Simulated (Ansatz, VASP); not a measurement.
**One calculation of Fe, two programs**

The input INCAR:

```
SYSTEM = Fe
PREC = Accurate ; ENCUT = 600
EDIFF = 1E-7 ; ISMEAR = 0
SIGMA = 0.1 ; LREAL = .FALSE.
LASPH = .TRUE. ; NELM = 150
ALGO = Fast ; ISIF = 3
LWAVE = .FALSE. ; LCHARG = .FALSE.
ISPIN = 2 ; MAGMOM = 2.37
LORBIT = 11 ; LMAXMIX = 4
GGA = PS ; IBRION = 2
NSW = 100 ; EDIFFG = -0.005
```

The input KPOINTS:

```
Automatic mesh
0
G
  20 20 20
  0 0 0
```

POSCAR

```
Fe
1.0
   -1.3944553030      1.3944553030      1.3944553030
    1.3944553030     -1.3944553030      1.3944553030
    1.3944553030      1.3944553030     -1.3944553030
Fe
1
Direct
    0.0000000000      0.0000000000      0.0000000000
```

Input for Ansatz:

```yaml
crystal:
  lattice:
    - [-1.394455303, 1.394455303, 1.394455303]
    - [1.394455303, -1.394455303, 1.394455303]
    - [1.394455303, 1.394455303, -1.394455303]
  atoms:
    - { symbol: Fe, position: [0.0, 0.0, 0.0], spin: 2.37 }
basis:
  ecutwfc: 420
kpoints:
  mp_grid: { grid: [20, 20, 20] }
hamiltonian:
  xc: pbesol
scf:
  occupations: { method: gaussian, width: 0.1 }
output:
  forces: true
  stress: true
  eigenvalues: true
  populations: true
magnetization:
  spin_polarized: true
relax:
  adjacent_minimum: "off"
  f_tol: 0.005
  max_steps: 80
  cell: { stress_tol: 0.05 }
```

Alike in both runs: task relaxation of cell and atoms; functional PBEsol; k mesh 20 × 20 × 20; occupations gaussian, width 0.1 eV; collinear spin.

```csv
,VASP,Ansatz
version,VASP 6.6.1,Ansatz 0.2.0
potentials or method,"VASP PAW PBE potentials, release 64 (Fe), cutoff 600 eV","scalar-relativistic, plane waves, PAW"
valence electrons in the cell,8,16
```

```tsv
	VASP	Ansatz	Ansatz less VASP
gap on the k mesh at the Fermi level, each at its own relaxed structure (eV)	none	none	-
net moment per atom (μB)	2.09	2.08	-0.009
size of the moment on the site where the two differ most (μB)	2.07	2.11	+0.035
relaxed volume (Å³/atom)	10.80	10.81	+0.009
relaxed cell length with the largest relative difference (Å)	2.412	2.413	+0.0007
```

VASP's potentials were made for PBE, not for PBEsol. Site moments also hang on the region over which each program counts them. A gap of «none» marks a metal or a gap that the smearing closes. VASP's potentials hold 8 valence electrons a cell and Ansatz's 16, so a difference there can come from the potentials and not from the codes.
